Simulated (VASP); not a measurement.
# Te (P3_121) in VASP: a series of runs

Runs on Te. Level: PBE. Tasks: single point, relaxation of cell and atoms.

Program: VASP 6.6.1. These are calculated values, not measurements. Logs are shortened: lines on timing, memory, paths and dates and some standing lists are left out, and cuts for length are marked.

## Step 1: The cell of the first run

Symmetry: P3_121, No. 152, trigonal system. The conventional cell has a = 4.524 Å, b = 4.524 Å, c = 5.950 Å, α = 90.00°, β = 90.00°, γ = 120.00°. Within 3.8 Å of Te (site symmetry 2) lie 6 Te at 2.89 to 3.51 Å.

## Step 2: Single point, PBE

The input, INCAR:

```
  PREC = Accurate
  ENCUT = 520
  EDIFF = 1E-6
  ISMEAR = 0
  SIGMA = 0.02
  LREAL = False
  LASPH = True
  NELM = 100
  ALGO = Normal
  ISIF = 2
  LWAVE = False
  LCHARG = False
  GGA = PE
  NBANDS = 16
```

The input, KPOINTS:

```
regular mesh
0
Gamma
  9 9 6
```

The input, POSCAR:

```
Te
1.0
    4.5238106633      0.0000000000      0.0000000000
   -2.2619053317      3.9177349563      0.0000000000
    0.0000000000      0.0000000000      5.9503651787
Te
3
Direct
    0.2680119226      0.0000000000      0.3333333333
    0.0000000000      0.2680119226      0.6666666667
    0.7319880774      0.7319880774      0.0000000000
```

Potentials or basis: VASP PAW PBE potentials, release 64 (Te).

Run with:

```sh
$ cat potpaw_PBE.64/Te/POTCAR > POTCAR
$ mpirun -np 1 vasp_std > vasp.out
```

OUTCAR:

```text
PREC = Accurate
   ENCUT = 520
   EDIFF = 1E-6
   ISMEAR = 0
   LREAL = False
   LASPH = True
   NELM = 100
   ISIF = 2
   GGA = PE

 ion  position               nearest neighbor table
   1  0.268  0.000  0.333-   3 2.89   2 2.89   3 3.51   3 3.51   2 3.51   2 3.51
   2  0.000  0.268  0.667-   3 2.89   1 2.89   3 3.51   3 3.51   1 3.51   1 3.51
   3  0.732  0.732  0.000-   1 2.89   2 2.89   2 3.51   1 3.51   1 3.51   2 3.51

  LATTYP: Found a hexagonal cell.
 ALAT       =     4.5238106633
 C/A-ratio  =     1.3153435503

  Lattice vectors:

 A1 = (   4.5238106633,   0.0000000000,   0.0000000000)
 A2 = (  -2.2619053317,   3.9177349563,   0.0000000000)
 A3 = (   0.0000000000,   0.0000000000,   5.9503651787)

Analysis of symmetry for initial positions (statically):
=====================================================================
 Subroutine PRICEL returns:
 Original cell was already a primitive cell.

 Routine SETGRP: Setting up the symmetry group for a
 hexagonal supercell.

 Subroutine GETGRP returns: Found  6 space group operations
 (whereof  2 operations were pure point group operations)
 out of a pool of 24 trial point group operations.

The static configuration has the point symmetry C_2 .
 The point group associated with its full space group is D_3 .

Analysis of symmetry for dynamics (positions and initial velocities):
=====================================================================
 Subroutine PRICEL returns:
 Original cell was already a primitive cell.

 Routine SETGRP: Setting up the symmetry group for a
 hexagonal supercell.

 Subroutine GETGRP returns: Found  6 space group operations
 (whereof  2 operations were pure point group operations)
 out of a pool of 24 trial point group operations.

The dynamic configuration has the point symmetry C_2 .
 The point group associated with its full space group is D_3 .

 Subroutine INISYM returns: Found  6 space group operations
 (whereof  2 operations are pure point group operations),
 and found     1 'primitive' translations

----------------------------------------------------------------------------------------

                                     Primitive cell

  volume of cell :     105.4589

  direct lattice vectors                    reciprocal lattice vectors
     4.523810663  0.000000000  0.000000000     0.221052576  0.127624764  0.000000000
    -2.261905332  3.917734956  0.000000000     0.000000000  0.255249528  0.000000000
     0.000000000  0.000000000  5.950365179     0.000000000  0.000000000  0.168056912

  length of vectors
     4.523810663  4.523810663  5.950365179     0.255249528  0.255249528  0.168056912

  position of ions in fractional coordinates (direct lattice)
     0.268011923  0.000000000  0.333333333
     1.000000000  0.268011923  0.666666667
     0.731988077  0.731988077  0.000000000

  ion indices of the primitive-cell ions
   primitive index   ion index
                 1           1
                 2           2
                 3           3

----------------------------------------------------------------------------------------

 KPOINTS: regular mesh

Automatic generation of k-mesh.
 Grid dimensions read from file:
 generate k-points for:    9    9    6

 Generating k-lattice:

  Cartesian coordinates                     Fractional coordinates (reciprocal lattice)
     0.024561397  0.014180529  0.000000000     0.111111111 -0.000000000  0.000000000
     0.000000000  0.028361059  0.000000000     0.000000000  0.111111111  0.000000000
     0.000000000  0.000000000  0.028009485     0.000000000  0.000000000  0.166666667

  Length of vectors
     0.028361059  0.028361059  0.028009485

  Shift w.r.t. Gamma in fractional coordinates (k-lattice)
     0.000000000  0.000000000  0.000000000

 Subroutine IBZKPT returns following result:
 ===========================================

 Found     62 irreducible k-points:

 Following reciprocal coordinates:
            Coordinates               Weight
  0.000000  0.000000  0.000000      1.000000
  0.111111 -0.000000  0.000000      6.000000
  0.222222 -0.000000  0.000000      6.000000
  0.333333 -0.000000  0.000000      6.000000
  0.444444 -0.000000  0.000000      6.000000
  0.111111  0.111111  0.000000      6.000000
[... 16 lines left out ...]
  0.222222  0.111111  0.166667     12.000000
 -0.111111  0.333333  0.166667     12.000000
 [... further k-points ...]
   k-points           NKPTS =     62   k-points in BZ     NKDIM =     62   number of bands    NBANDS=     16
   number of dos      NEDOS =    301   number of ions     NIONS =      3
   total plane-waves  NPLWV =  62208
   dimension x,y,z NGX =    36 NGY =   36 NGZ =   48
   dimension x,y,z NGXF=    72 NGYF=   72 NGZF=   96
   ions per type =               3
   NGX,Y,Z   is equivalent  to a cutoff of  13.23, 13.23, 13.41 a.u.
   NGXF,Y,Z  is equivalent  to a cutoff of  26.46, 26.46, 26.82 a.u.
 SYSTEM =  unknown system
   PREC   = accura    normal or accurate (medium, high low for compatibility)
   ISTART =      0    job   : 0-new  1-cont  2-samecut
   ICHARG =      2    charge: 1-file 2-atom 10-const
   ISPIN  =      1    spin polarized calculation?
   LNONCOLLINEAR =      F non collinear calculations
   LSORBIT =      F    spin-orbit coupling
   LASPH  =      T    aspherical Exc in radial PAW
   ENCUT  =  520.0 eV  38.22 Ry    6.18 a.u.   8.41  8.41 11.06*2*pi/ulx,y,z
   NELM   =    100;   NELMIN=  2; NELMDL= -5     # of ELM steps
   EDIFF  = 0.1E-05   stopping-criterion for ELM
   LREAL  =      F    real-space projection
   EDIFFG = 0.1E-04   stopping-criterion for IOM
   NSW    =      0    number of steps for IOM
   IBRION =     -1    ionic relax: 0-MD 1-quasi-New 2-CG
   NFREE  =      0    steps in history (QN), initial steepest desc. (CG)
   ISIF   =      2    stress and relaxation
   ISYM   =      2    0-nonsym 1-usesym 2-fastsym
   POTIM  = 0.5000    time-step for ionic-motion
   TEBEG  =    0.0;   TEEND  =   0.0 temperature during run
   PSTRESS=    0.0 pullay stress
   NELECT =      18.0000    total number of electrons
   NUPDOWN=      -1.0000    fix difference up-down
   EMIN   =  10.00;   EMAX   =-10.00  energy-range for DOS
   EFERMI =   0.00;   METHOD = LEGACY
   ISMEAR =     0;   SIGMA  =   0.02  broadening in eV -4-tet -1-fermi 0-gaus
   EFERMI_NEDOS =   21; number of points for ismear=-14 and -15
   IALGO  =     38    algorithm
   IMIX   =      4    mixing-type and parameters
     AMIX     =   0.40;   BMIX     =  1.00
     AMIX_MAG =   1.60;   BMIX_MAG =  1.00
  volume/ion in A,a.u.               =      35.15       237.22
  Fermi-wavevector in a.u.,A,eV,Ry     =   0.908109  1.716077 11.220207  0.824662
  Thomas-Fermi vector in A             =   2.031996
   LORBIT       =      0    0 simple, 1 ext, 2 COOP (PROOUT), +10 PAW based schemes
   GGA     = PE    functional components
   LHFCALC =     F    Hartree Fock is set to
   AEXX    =    0.0000 exact exchange contribution
   IVDW    =     0    specifies the selected vdW correction
   LEPSILON=     F    determine dielectric tensor
   LRPA    =     F    only Hartree local field effects (RPA)
 non-spin polarized calculation
 Gauss-broadening in eV      SIGMA  =   0.02
  energy-cutoff  :      520.00
  volume of cell :      105.46
 maximum number of plane-waves:      2902
 NGX is ok and might be reduce to    36
   NGX = 17   NGY = 17   NGZ = 23

 number of electron      17.9999999 magnetization

 Free energy of the ion-electron system (eV)
  ---------------------------------------------------
  ext. energy  EPLUGINS =         0.00000000
  ---------------------------------------------------
  free energy    TOTEN  =        -9.43143374 eV

  energy without entropy =       -9.43143374  energy(sigma->0) =       -9.43143374

 E-fermi :   5.5981     XC(G=0):  -8.9136

 val. band max:        5.5014617252   @ k =   0.3333   0.3333   0.5000
 cond. band min:       5.7257507498   @ k =   0.3333   0.3333   0.5000
 fundamental gap:      0.2242890247
 Fermi energy:         5.5980710813

 k-point     1 :       0.0000    0.0000    0.0000
  band No.  band energies     occupation
      1      -7.8611      2.00000
      2      -4.6942      2.00000
      3      -4.6942      2.00000
      4       2.5269      2.00000
      5       2.7887      2.00000
      6       2.7887      2.00000
[... 8 lines left out ...]
     15      11.3927      0.00000
     16      11.8298      0.00000

 k-point     2 :       0.1111   -0.0000    0.0000
  band No.  band energies     occupation
      1      -7.7829      2.00000
      2      -4.7229      2.00000
      3      -4.6767      2.00000
      4       1.9510      2.00000
      5       2.4058      2.00000
      6       2.6455      2.00000
[... 8 lines left out ...]
     15      11.5927      0.00000
     16      11.8679      0.00000

 k-point     3 :       0.2222   -0.0000    0.0000
  band No.  band energies     occupation
      1      -7.5597      2.00000
      2      -4.8417      2.00000
      3      -4.6288      2.00000
      4       1.2332      2.00000
      5       1.8845      2.00000
      6       2.3163      2.00000
[... 8 lines left out ...]
     15      11.8326      0.00000
     16      12.4468      0.00000

 k-point     4 :       0.3333   -0.0000    0.0000
  band No.  band energies     occupation
      1      -7.2362      2.00000
      2      -5.0876      2.00000
      3      -4.5682      2.00000
      4       0.8944      2.00000
      5       1.4780      2.00000
      6       2.0424      2.00000
[... 8 lines left out ...]
     15      12.5473      0.00000
     16      13.3642      0.00000
[... 324 lines left out ...]
 k-point    22 :       0.1111    0.1111    0.1667
  band No.  band energies     occupation
      1      -7.5385      2.00000
      2      -5.4949      2.00000
      3      -3.9876      2.00000
      4       1.5388      2.00000
      5       1.8096      2.00000
      6       2.6727      2.00000
[... 8 lines left out ...]
     15      11.7616      0.00000
     16      11.9894      0.00000

 k-point    23 :       0.2222    0.1111    0.1667
  band No.  band energies     occupation
      1      -7.2719      2.00000
      2      -5.4022      2.00000
      3      -4.2759      2.00000
      4       1.1735      2.00000
      5       1.5740      2.00000
      6       2.5259      2.00000
[... 8 lines left out ...]
     15      12.1935      0.00000
     16      12.4838      0.00000

 k-point    24 :      -0.1111    0.3333    0.1667
  band No.  band energies     occupation
      1      -7.2641      2.00000
      2      -5.4758      2.00000
      3      -4.1610      2.00000
      4       0.9005      2.00000
      5       1.4288      2.00000
      6       2.3100      2.00000
[... 8 lines left out ...]
     15      12.6225      0.00000
     16      13.1331      0.00000

 [... further k-points ...]

------------------------ aborting loop because EDIFF is reached ----------------------------------------

  FORCE on cell =-STRESS in cart. coord.  units (eV):
  Direction    XX          YY          ZZ          XY          YZ          ZX
  --------------------------------------------------------------------------------------
  -------------------------------------------------------------------------------------
  Total       -0.0057365     -0.0057365      0.0159298      0.0000000      0.0000000     -0.0000000
  in kB       -0.0871511     -0.0871511      0.2420128      0.0000000      0.0000000     -0.0000000
  external PRESSURE =       0.0225702 kB  Pullay stress =       0.0000000 kB

 VOLUME and BASIS-vectors are now :
 -----------------------------------------------------------------------------
  energy-cutoff  :      520.00
  volume of cell :      105.46
      direct lattice vectors                 reciprocal lattice vectors
     4.523810663  0.000000000  0.000000000     0.221052576  0.127624764  0.000000000
    -2.261905332  3.917734956  0.000000000     0.000000000  0.255249528  0.000000000
     0.000000000  0.000000000  5.950365179     0.000000000  0.000000000  0.168056912

 POSITION                                       TOTAL-FORCE (eV/Angst)
 -----------------------------------------------------------------------------------
      1.21244      0.00000      1.98346         0.008761      0.000000     -0.000000
     -0.60622      1.05000      3.96691        -0.004380      0.007587      0.000000
      1.65569      2.86774      0.00000        -0.004380     -0.007587      0.000000
 -----------------------------------------------------------------------------------
    total drift:                                0.000000     -0.000000      0.000000

  FREE ENERGIE OF THE ION-ELECTRON SYSTEM (eV)
  ---------------------------------------------------
  free  energy   TOTEN  =        -9.4314337357 eV

  energy  without entropy=       -9.4314337357  energy(sigma->0) =       -9.43143374
```

It took 1.9 min on 1 thread of Oxide Virtual Turin-like, shared host; peak memory 0.24 GiB.

Results:

| Item | Value |
| --- | --- |
| Free energy | -9.4314 eV |
| Pressure | 0.0 GPa |
| Largest force | 0.009 eV/Å |
| Band gap on the k mesh | 0.22 eV |

Forces in eV/Å, atoms in the order of the input:
```
Te   0.009  0.000  0.000
Te  -0.004  0.008  0.000
Te  -0.004 -0.008  0.000
```

Caveat: spin-orbit coupling is left out, which moves the levels of the heavy elements.

[end of part 1 of 2]
